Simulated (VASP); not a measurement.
# Fe (Im-3m) in VASP: notebook

Fe is run at these levels: LDA; tasks: single point.

Everything below comes from runs of VASP 6.6.1. Logs are shortened: lines on timing, memory, paths and dates and some standing lists are left out, and cuts for length are marked.

## (1) The cell of the first run

It takes space group Im-3m (No. 229, cubic). The conventional cell has a = 2.847 Å, b = 2.847 Å, c = 2.847 Å, α = 90.00°, β = 90.00°, γ = 90.00°. Fe (site symmetry m-3m) has 14 Fe at 2.47 to 2.85 Å within 3.3 Å.

## (2) Single point, LDA, non-collinear spin, typed start (11.54 Å³/atom)

File INCAR:

```
SYSTEM = Fe
PREC     = Accurate       ! precision mode
ENCUT    = 520            ! plane-wave cutoff, eV
EDIFF    = 1E-6           ! SCF threshold, eV
ISMEAR   = 0              ! smearing method
SIGMA    = 0.15           ! smearing width, eV
LREAL    = .False.        ! projectors in reciprocal space
LASPH    = .True.         ! aspherical terms in the spheres
NELM     = 150            ! most SCF steps
ALGO     = Normal         ! electronic algorithm
ISIF     = 2              ! what is computed and relaxed
LWAVE    = .False.        ! write WAVECAR
LCHARG   = .False.        ! write CHGCAR
LNONCOLLINEAR= .True.         ! non-collinear magnetism
MAGMOM   = -1.469 2.08 0.123 ! initial moments
LORBIT   = 11             ! projections on sites
LMAXMIX  = 4              ! l up to which the mixer works
GGA      = CA             ! functional
NBANDS   = 19             ! bands
```

File KPOINTS:

```
regular mesh
0
Gamma
  10 10 10
  0 0 0
```

File POSCAR:

```
Fe
1.0
   -1.4234976093      1.4234976093      1.4234976093
    1.4234976093     -1.4234976093      1.4234976093
    1.4234976093      1.4234976093     -1.4234976093
Fe
1
Direct
    0.0000000000      0.0000000000      0.0000000000
```

Potentials or basis: VASP PAW LDA potentials, release 64 (Fe).

Launch:

```sh
> cat potpaw_LDA.64/Fe/POTCAR > POTCAR
> mpirun -np 1 vasp_ncl > vasp.out
```

OUTCAR:

```text
SYSTEM = Fe
   PREC = Accurate
   ENCUT = 520
   EDIFF = 1E-6
   ISMEAR = 0
   LREAL = .False.
   LASPH = .True.
   NELM = 150
   ISIF = 2
   LNONCOLLINEAR = .True.
   LORBIT = 11
   GGA = CA

 ion  position               nearest neighbor table
   1  0.000  0.000  0.000-

  LATTYP: Found a body centered cubic cell.
 ALAT       =     2.8469952186

  Lattice vectors:

 A1 = (  -1.4234976093,   1.4234976093,   1.4234976093)
 A2 = (   1.4234976093,  -1.4234976093,   1.4234976093)
 A3 = (   1.4234976093,   1.4234976093,  -1.4234976093)

Analysis of symmetry for initial positions (statically):
=====================================================================
 Subroutine PRICEL returns:
 Original cell was already a primitive cell.

 Routine SETGRP: Setting up the symmetry group for a
 body centered cubic supercell.

 Subroutine GETGRP returns: Found 48 space group operations
 (whereof 48 operations were pure point group operations)
 out of a pool of 48 trial point group operations.

The static configuration has the point symmetry O_h .

Analysis of symmetry for dynamics (positions and initial velocities):
=====================================================================
 Subroutine PRICEL returns:
 Original cell was already a primitive cell.

 Routine SETGRP: Setting up the symmetry group for a
 body centered cubic supercell.

 Subroutine GETGRP returns: Found 48 space group operations
 (whereof 48 operations were pure point group operations)
 out of a pool of 48 trial point group operations.

The dynamic configuration has the point symmetry O_h .

Analysis of structural, dynamic, and magnetic symmetry:
=====================================================================
 Subroutine PRICEL returns:
 Original cell was already a primitive cell.

 Routine SETGRP: Setting up the symmetry group for a
 body centered cubic supercell.

 Subroutine GETGRP returns: Found  2 space group operations
 (whereof  2 operations were pure point group operations)
 out of a pool of 48 trial point group operations.

The overall configuration has the point symmetry S_2 .

 Subroutine INISYM returns: Found  2 space group operations
 (whereof  2 operations are pure point group operations),
 and found     1 'primitive' translations

----------------------------------------------------------------------------------------

                                     Primitive cell

  volume of cell :      11.5380

  direct lattice vectors                    reciprocal lattice vectors
    -1.423497609  1.423497609  1.423497609     0.000000000  0.351247516  0.351247516
     1.423497609 -1.423497609  1.423497609     0.351247516  0.000000000  0.351247516
     1.423497609  1.423497609 -1.423497609     0.351247516  0.351247516  0.000000000

  length of vectors
     2.465570184  2.465570184  2.465570184     0.496739002  0.496739002  0.496739002

  position of ions in fractional coordinates (direct lattice)
     0.000000000  0.000000000  0.000000000

  ion indices of the primitive-cell ions
   primitive index   ion index
                 1           1

----------------------------------------------------------------------------------------

 KPOINTS: regular mesh

Automatic generation of k-mesh.
 Grid dimensions read from file:
 generate k-points for:   10   10   10

 Generating k-lattice:

  Cartesian coordinates                     Fractional coordinates (reciprocal lattice)
     0.000000000  0.035124752  0.035124752     0.100000000  0.000000000  0.000000000
     0.035124752  0.000000000  0.035124752     0.000000000  0.100000000  0.000000000
     0.035124752  0.035124752  0.000000000     0.000000000  0.000000000  0.100000000

  Length of vectors
     0.049673900  0.049673900  0.049673900

  Shift w.r.t. Gamma in fractional coordinates (k-lattice)
     0.000000000  0.000000000  0.000000000

 Subroutine IBZKPT returns following result:
 ===========================================

 Found    504 irreducible k-points:

 Following reciprocal coordinates:
            Coordinates               Weight
  0.000000  0.000000  0.000000      1.000000
  0.100000  0.000000  0.000000      2.000000
  0.000000  0.100000  0.000000      2.000000
  0.000000  0.000000  0.100000      2.000000
  0.100000  0.000000 -0.100000      2.000000
  0.100000 -0.100000  0.000000      2.000000
[... 16 lines left out ...]
  0.400000  0.000000 -0.400000      2.000000
  0.400000 -0.400000  0.000000      2.000000
 [... further k-points ...]
   k-points           NKPTS =    504   k-points in BZ     NKDIM =    504   number of bands    NBANDS=     19
   number of dos      NEDOS =    301   number of ions     NIONS =      1
   total plane-waves  NPLWV =   5832
   dimension x,y,z NGX =    18 NGY =   18 NGZ =   18
   dimension x,y,z NGXF=    36 NGYF=   36 NGZF=   36
   ions per type =               1
   NGX,Y,Z   is equivalent  to a cutoff of  12.14, 12.14, 12.14 a.u.
   NGXF,Y,Z  is equivalent  to a cutoff of  24.27, 24.27, 24.27 a.u.
 SYSTEM =  Fe
   PREC   = accura    normal or accurate (medium, high low for compatibility)
   ISTART =      0    job   : 0-new  1-cont  2-samecut
   ICHARG =      2    charge: 1-file 2-atom 10-const
   ISPIN  =      1    spin polarized calculation?
   LNONCOLLINEAR =      T non collinear calculations
   LSORBIT =      F    spin-orbit coupling
   LASPH  =      T    aspherical Exc in radial PAW
   ENCUT  =  520.0 eV  38.22 Ry    6.18 a.u.   4.58  4.58  4.58*2*pi/ulx,y,z
   NELM   =    150;   NELMIN=  2; NELMDL= -5     # of ELM steps
   EDIFF  = 0.1E-05   stopping-criterion for ELM
   LREAL  =      F    real-space projection
   EDIFFG = 0.1E-04   stopping-criterion for IOM
   NSW    =      0    number of steps for IOM
   IBRION =     -1    ionic relax: 0-MD 1-quasi-New 2-CG
   NFREE  =      0    steps in history (QN), initial steepest desc. (CG)
   ISIF   =      2    stress and relaxation
   ISYM   =      2    0-nonsym 1-usesym 2-fastsym
   POTIM  = 0.5000    time-step for ionic-motion
   TEBEG  =    0.0;   TEEND  =   0.0 temperature during run
   PSTRESS=    0.0 pullay stress
   NELECT =       8.0000    total number of electrons
   NUPDOWN=      -1.0000    fix difference up-down
   EMIN   =  10.00;   EMAX   =-10.00  energy-range for DOS
   EFERMI =   0.00;   METHOD = LEGACY
   ISMEAR =     0;   SIGMA  =   0.15  broadening in eV -4-tet -1-fermi 0-gaus
   EFERMI_NEDOS =   21; number of points for ismear=-14 and -15
   IALGO  =     38    algorithm
   IMIX   =      4    mixing-type and parameters
     AMIX     =   0.40;   BMIX     =  1.00
     AMIX_MAG =   1.60;   BMIX_MAG =  1.00
  volume/ion in A,a.u.               =      11.54        77.86
  Fermi-wavevector in a.u.,A,eV,Ry     =   1.448977  2.738169 28.565890  2.099534
  Thomas-Fermi vector in A             =   2.566756
   LORBIT       =     11    0 simple, 1 ext, 2 COOP (PROOUT), +10 PAW based schemes
   GGA     = CA    functional components
   LHFCALC =     F    Hartree Fock is set to
   AEXX    =    0.0000 exact exchange contribution
   IVDW    =     0    specifies the selected vdW correction
   LEPSILON=     F    determine dielectric tensor
   LRPA    =     F    only Hartree local field effects (RPA)
 Gauss-broadening in eV      SIGMA  =   0.15
  energy-cutoff  :      520.00
  volume of cell :       11.54
 maximum number of plane-waves:       642
   NGX =  9   NGY =  9   NGZ =  9

 number of electron       8.0000006 magnetization      -1.2258960      1.7358299      0.1026206

 Free energy of the ion-electron system (eV)
  ---------------------------------------------------
  ext. energy  EPLUGINS =         0.00000000
  ---------------------------------------------------
  free energy    TOTEN  =        -9.15153555 eV

  energy without entropy =       -9.14175258  energy(sigma->0) =       -9.14664407

 E-fermi :   5.5454     XC(G=0): -13.3311

 val. band max:        5.5435393210   @ k =   0.4000   0.5000   0.3000
 cond. band min:       5.5542013600   @ k =   0.5000   0.3000  -0.4000
 fundamental gap:      0.0106620390
 Fermi energy:         5.5454210262

 k-point     1 :       0.0000    0.0000    0.0000
  band No.  band energies     occupation
      1      -2.9031      1.00000
      2      -2.5521      1.00000
      3       3.2599      1.00000
      4       3.2599      1.00000
      5       3.2599      1.00000
      6       4.5834      1.00000
[... 11 lines left out ...]
     18      30.3782      0.00000
     19      35.2878      0.00000

 k-point     2 :       0.1000    0.0000    0.0000
  band No.  band energies     occupation
      1      -2.4976      1.00000
      2      -2.1439      1.00000
      3       3.1505      1.00000
      4       3.2464      1.00000
      5       3.4777      1.00000
      6       4.4824      1.00000
[... 11 lines left out ...]
     18      30.2115      0.00000
     19      33.9531      0.00000

 k-point     3 :       0.0000    0.1000    0.0000
  band No.  band energies     occupation
      1      -2.4976      1.00000
      2      -2.1439      1.00000
      3       3.1505      1.00000
      4       3.2464      1.00000
      5       3.4777      1.00000
      6       4.4824      1.00000
[... 434 lines left out ...]
      1       0.6236      1.00000
      2       1.6491      1.00000
      3       2.2837      1.00000
      4       3.8917      1.00000
      5       4.4220      1.00000
      6       4.7432      1.00000
[... 11 lines left out ...]
     18      26.6503      0.00000
     19      28.7477      0.00000

 k-point    24 :       0.4000   -0.4000    0.0000
  band No.  band energies     occupation
      1       0.6236      1.00000
      2       1.6491      1.00000
      3       2.2837      1.00000
      4       3.8917      1.00000
      5       4.4220      1.00000
      6       4.7432      1.00000
[... 11 lines left out ...]
     18      26.6503      0.00000
     19      28.7477      0.00000

 [... further k-points ...]

------------------------ aborting loop because EDIFF is reached ----------------------------------------

  FORCE on cell =-STRESS in cart. coord.  units (eV):
  Direction    XX          YY          ZZ          XY          YZ          ZX
  --------------------------------------------------------------------------------------
  -------------------------------------------------------------------------------------
  Total       -1.5141138     -1.5141120     -1.5141085      0.0000006      0.0000013     -0.0000000
  in kB     -210.2513925   -210.2511426   -210.2506604      0.0000877      0.0001750     -0.0000006
  external PRESSURE =    -210.2510652 kB  Pullay stress =       0.0000000 kB

 VOLUME and BASIS-vectors are now :
 -----------------------------------------------------------------------------
  energy-cutoff  :      520.00
  volume of cell :       11.54
      direct lattice vectors                 reciprocal lattice vectors
    -1.423497609  1.423497609  1.423497609     0.000000000  0.351247516  0.351247516
     1.423497609 -1.423497609  1.423497609     0.351247516  0.000000000  0.351247516
     1.423497609  1.423497609 -1.423497609     0.351247516  0.351247516  0.000000000

 POSITION                                       TOTAL-FORCE (eV/Angst)
 -----------------------------------------------------------------------------------
      0.00000      0.00000      0.00000         0.000000      0.000000      0.000000
 -----------------------------------------------------------------------------------
    total drift:                                0.000000      0.000000      0.000000

  FREE ENERGIE OF THE ION-ELECTRON SYSTEM (eV)
  ---------------------------------------------------
  free  energy   TOTEN  =        -9.1515355486 eV

  energy  without entropy=       -9.1417525824  energy(sigma->0) =       -9.14664407

 total charge

# of ion       s       p       d       tot
------------------------------------------
    1        0.480   0.523   6.243   7.247

 magnetization (x)

# of ion       s       p       d       tot
------------------------------------------
    1        0.007   0.025  -1.247  -1.215

 magnetization (y)

# of ion       s       p       d       tot
------------------------------------------
    1       -0.010  -0.035   1.765   1.720

 magnetization (z)

# of ion       s       p       d       tot
------------------------------------------
    1       -0.001  -0.002   0.104   0.102
```

It took 5.2 min on 1 thread of Intel Xeon 8259CL, shared host; peak memory 0.26 GiB.

What came out:

```
Free energy                                           : -9.1515 eV
Pressure                                              : -21.0 GPa
Band gap on the k mesh                                : zero (bands 8 and 9 overlap by 2.90 eV)
Net moment                                            : 2.13 μB per cell
Valence electrons inside the program's atomic spheres : Fe 7.25
```

Moments on the atoms (μB; x, y, z):
```
Fe  -1.22  1.72  0.10
```

Caveat: the cell stands under tension.

## (3) Single point, LDA, non-collinear spin, typed start (11.78 Å³/atom)

This run uses another cell than the first one, of 11.78 Å³/atom.

File INCAR:

```
PREC = Accurate
ENCUT = 520
EDIFF = 1E-6
ISMEAR = 0
SIGMA = 0.15
LREAL = False
LASPH = True
NELM = 150
ALGO = Normal
ISIF = 2
LWAVE = False
LCHARG = False
LNONCOLLINEAR = True
MAGMOM = -1.469 2.08 0.123
LORBIT = 11
LMAXMIX = 4
NBANDS = 19
```

File KPOINTS:

```
regular mesh
0
Gamma
  10 10 10
```

File POSCAR:

```
Fe
1.0
   -1.4333151444      1.4333151444      1.4333151444
    1.4333151444     -1.4333151444      1.4333151444
    1.4333151444      1.4333151444     -1.4333151444
Fe
1
Direct
    0.0000000000      0.0000000000      0.0000000000
```

Potentials or basis: VASP PAW LDA potentials, release 64 (Fe).

Launch:

```sh
> cat potpaw_LDA.64/Fe/POTCAR > POTCAR
> mpirun -np 1 vasp_ncl > vasp.out
```

Run time: 5.1 min. Hardware: 1 thread of Intel Xeon 8259CL, shared host; peak memory 0.26 GiB.

It converged, with:

| Item | Value |
| --- | --- |
| Free energy | -9.1175 eV |
| Pressure | -24.3 GPa |
| Band gap on the k mesh | zero (bands 8 and 9 overlap by 2.88 eV) |
| Net moment | 2.14 μB per cell |
| Valence electrons inside the program's atomic spheres | Fe 7.21 |

Levels at points of the mesh, in eV from the Fermi level:
```tsv
k point	band 5	band 6	band 7	band 8	band 9	band 10	band 11	band 12
(0.00, 0.00, 0.00)	-2.22	-0.94	-0.94	-0.46	-0.46	-0.46	1.30	1.30
(0.50, 0.00, 0.00)	-0.92	-0.77	0.36	0.44	0.77	1.22	1.54	2.40
(0.00, 0.50, 0.00)	-0.92	-0.77	0.36	0.44	0.77	1.22	1.54	2.40
(0.00, 0.00, 0.50)	-0.92	-0.77	0.36	0.44	0.77	1.22	1.54	2.40
(0.50, 0.00, 0.50)	-0.92	-0.77	0.36	0.44	0.77	1.22	1.54	2.40
(0.50, 0.50, 0.00)	-0.92	-0.77	0.36	0.44	0.77	1.22	1.54	2.40
(0.00, 0.50, 0.50)	-0.92	-0.77	0.36	0.44	0.77	1.22	1.54	2.40
(0.50, 0.50, 0.50)	0.10	0.10	0.10	2.11	2.11	2.11	9.54	9.54
```

Moments on the atoms (μB; x, y, z):
```
Fe  -1.22  1.73  0.10
```

Caveat: the cell stands under tension.
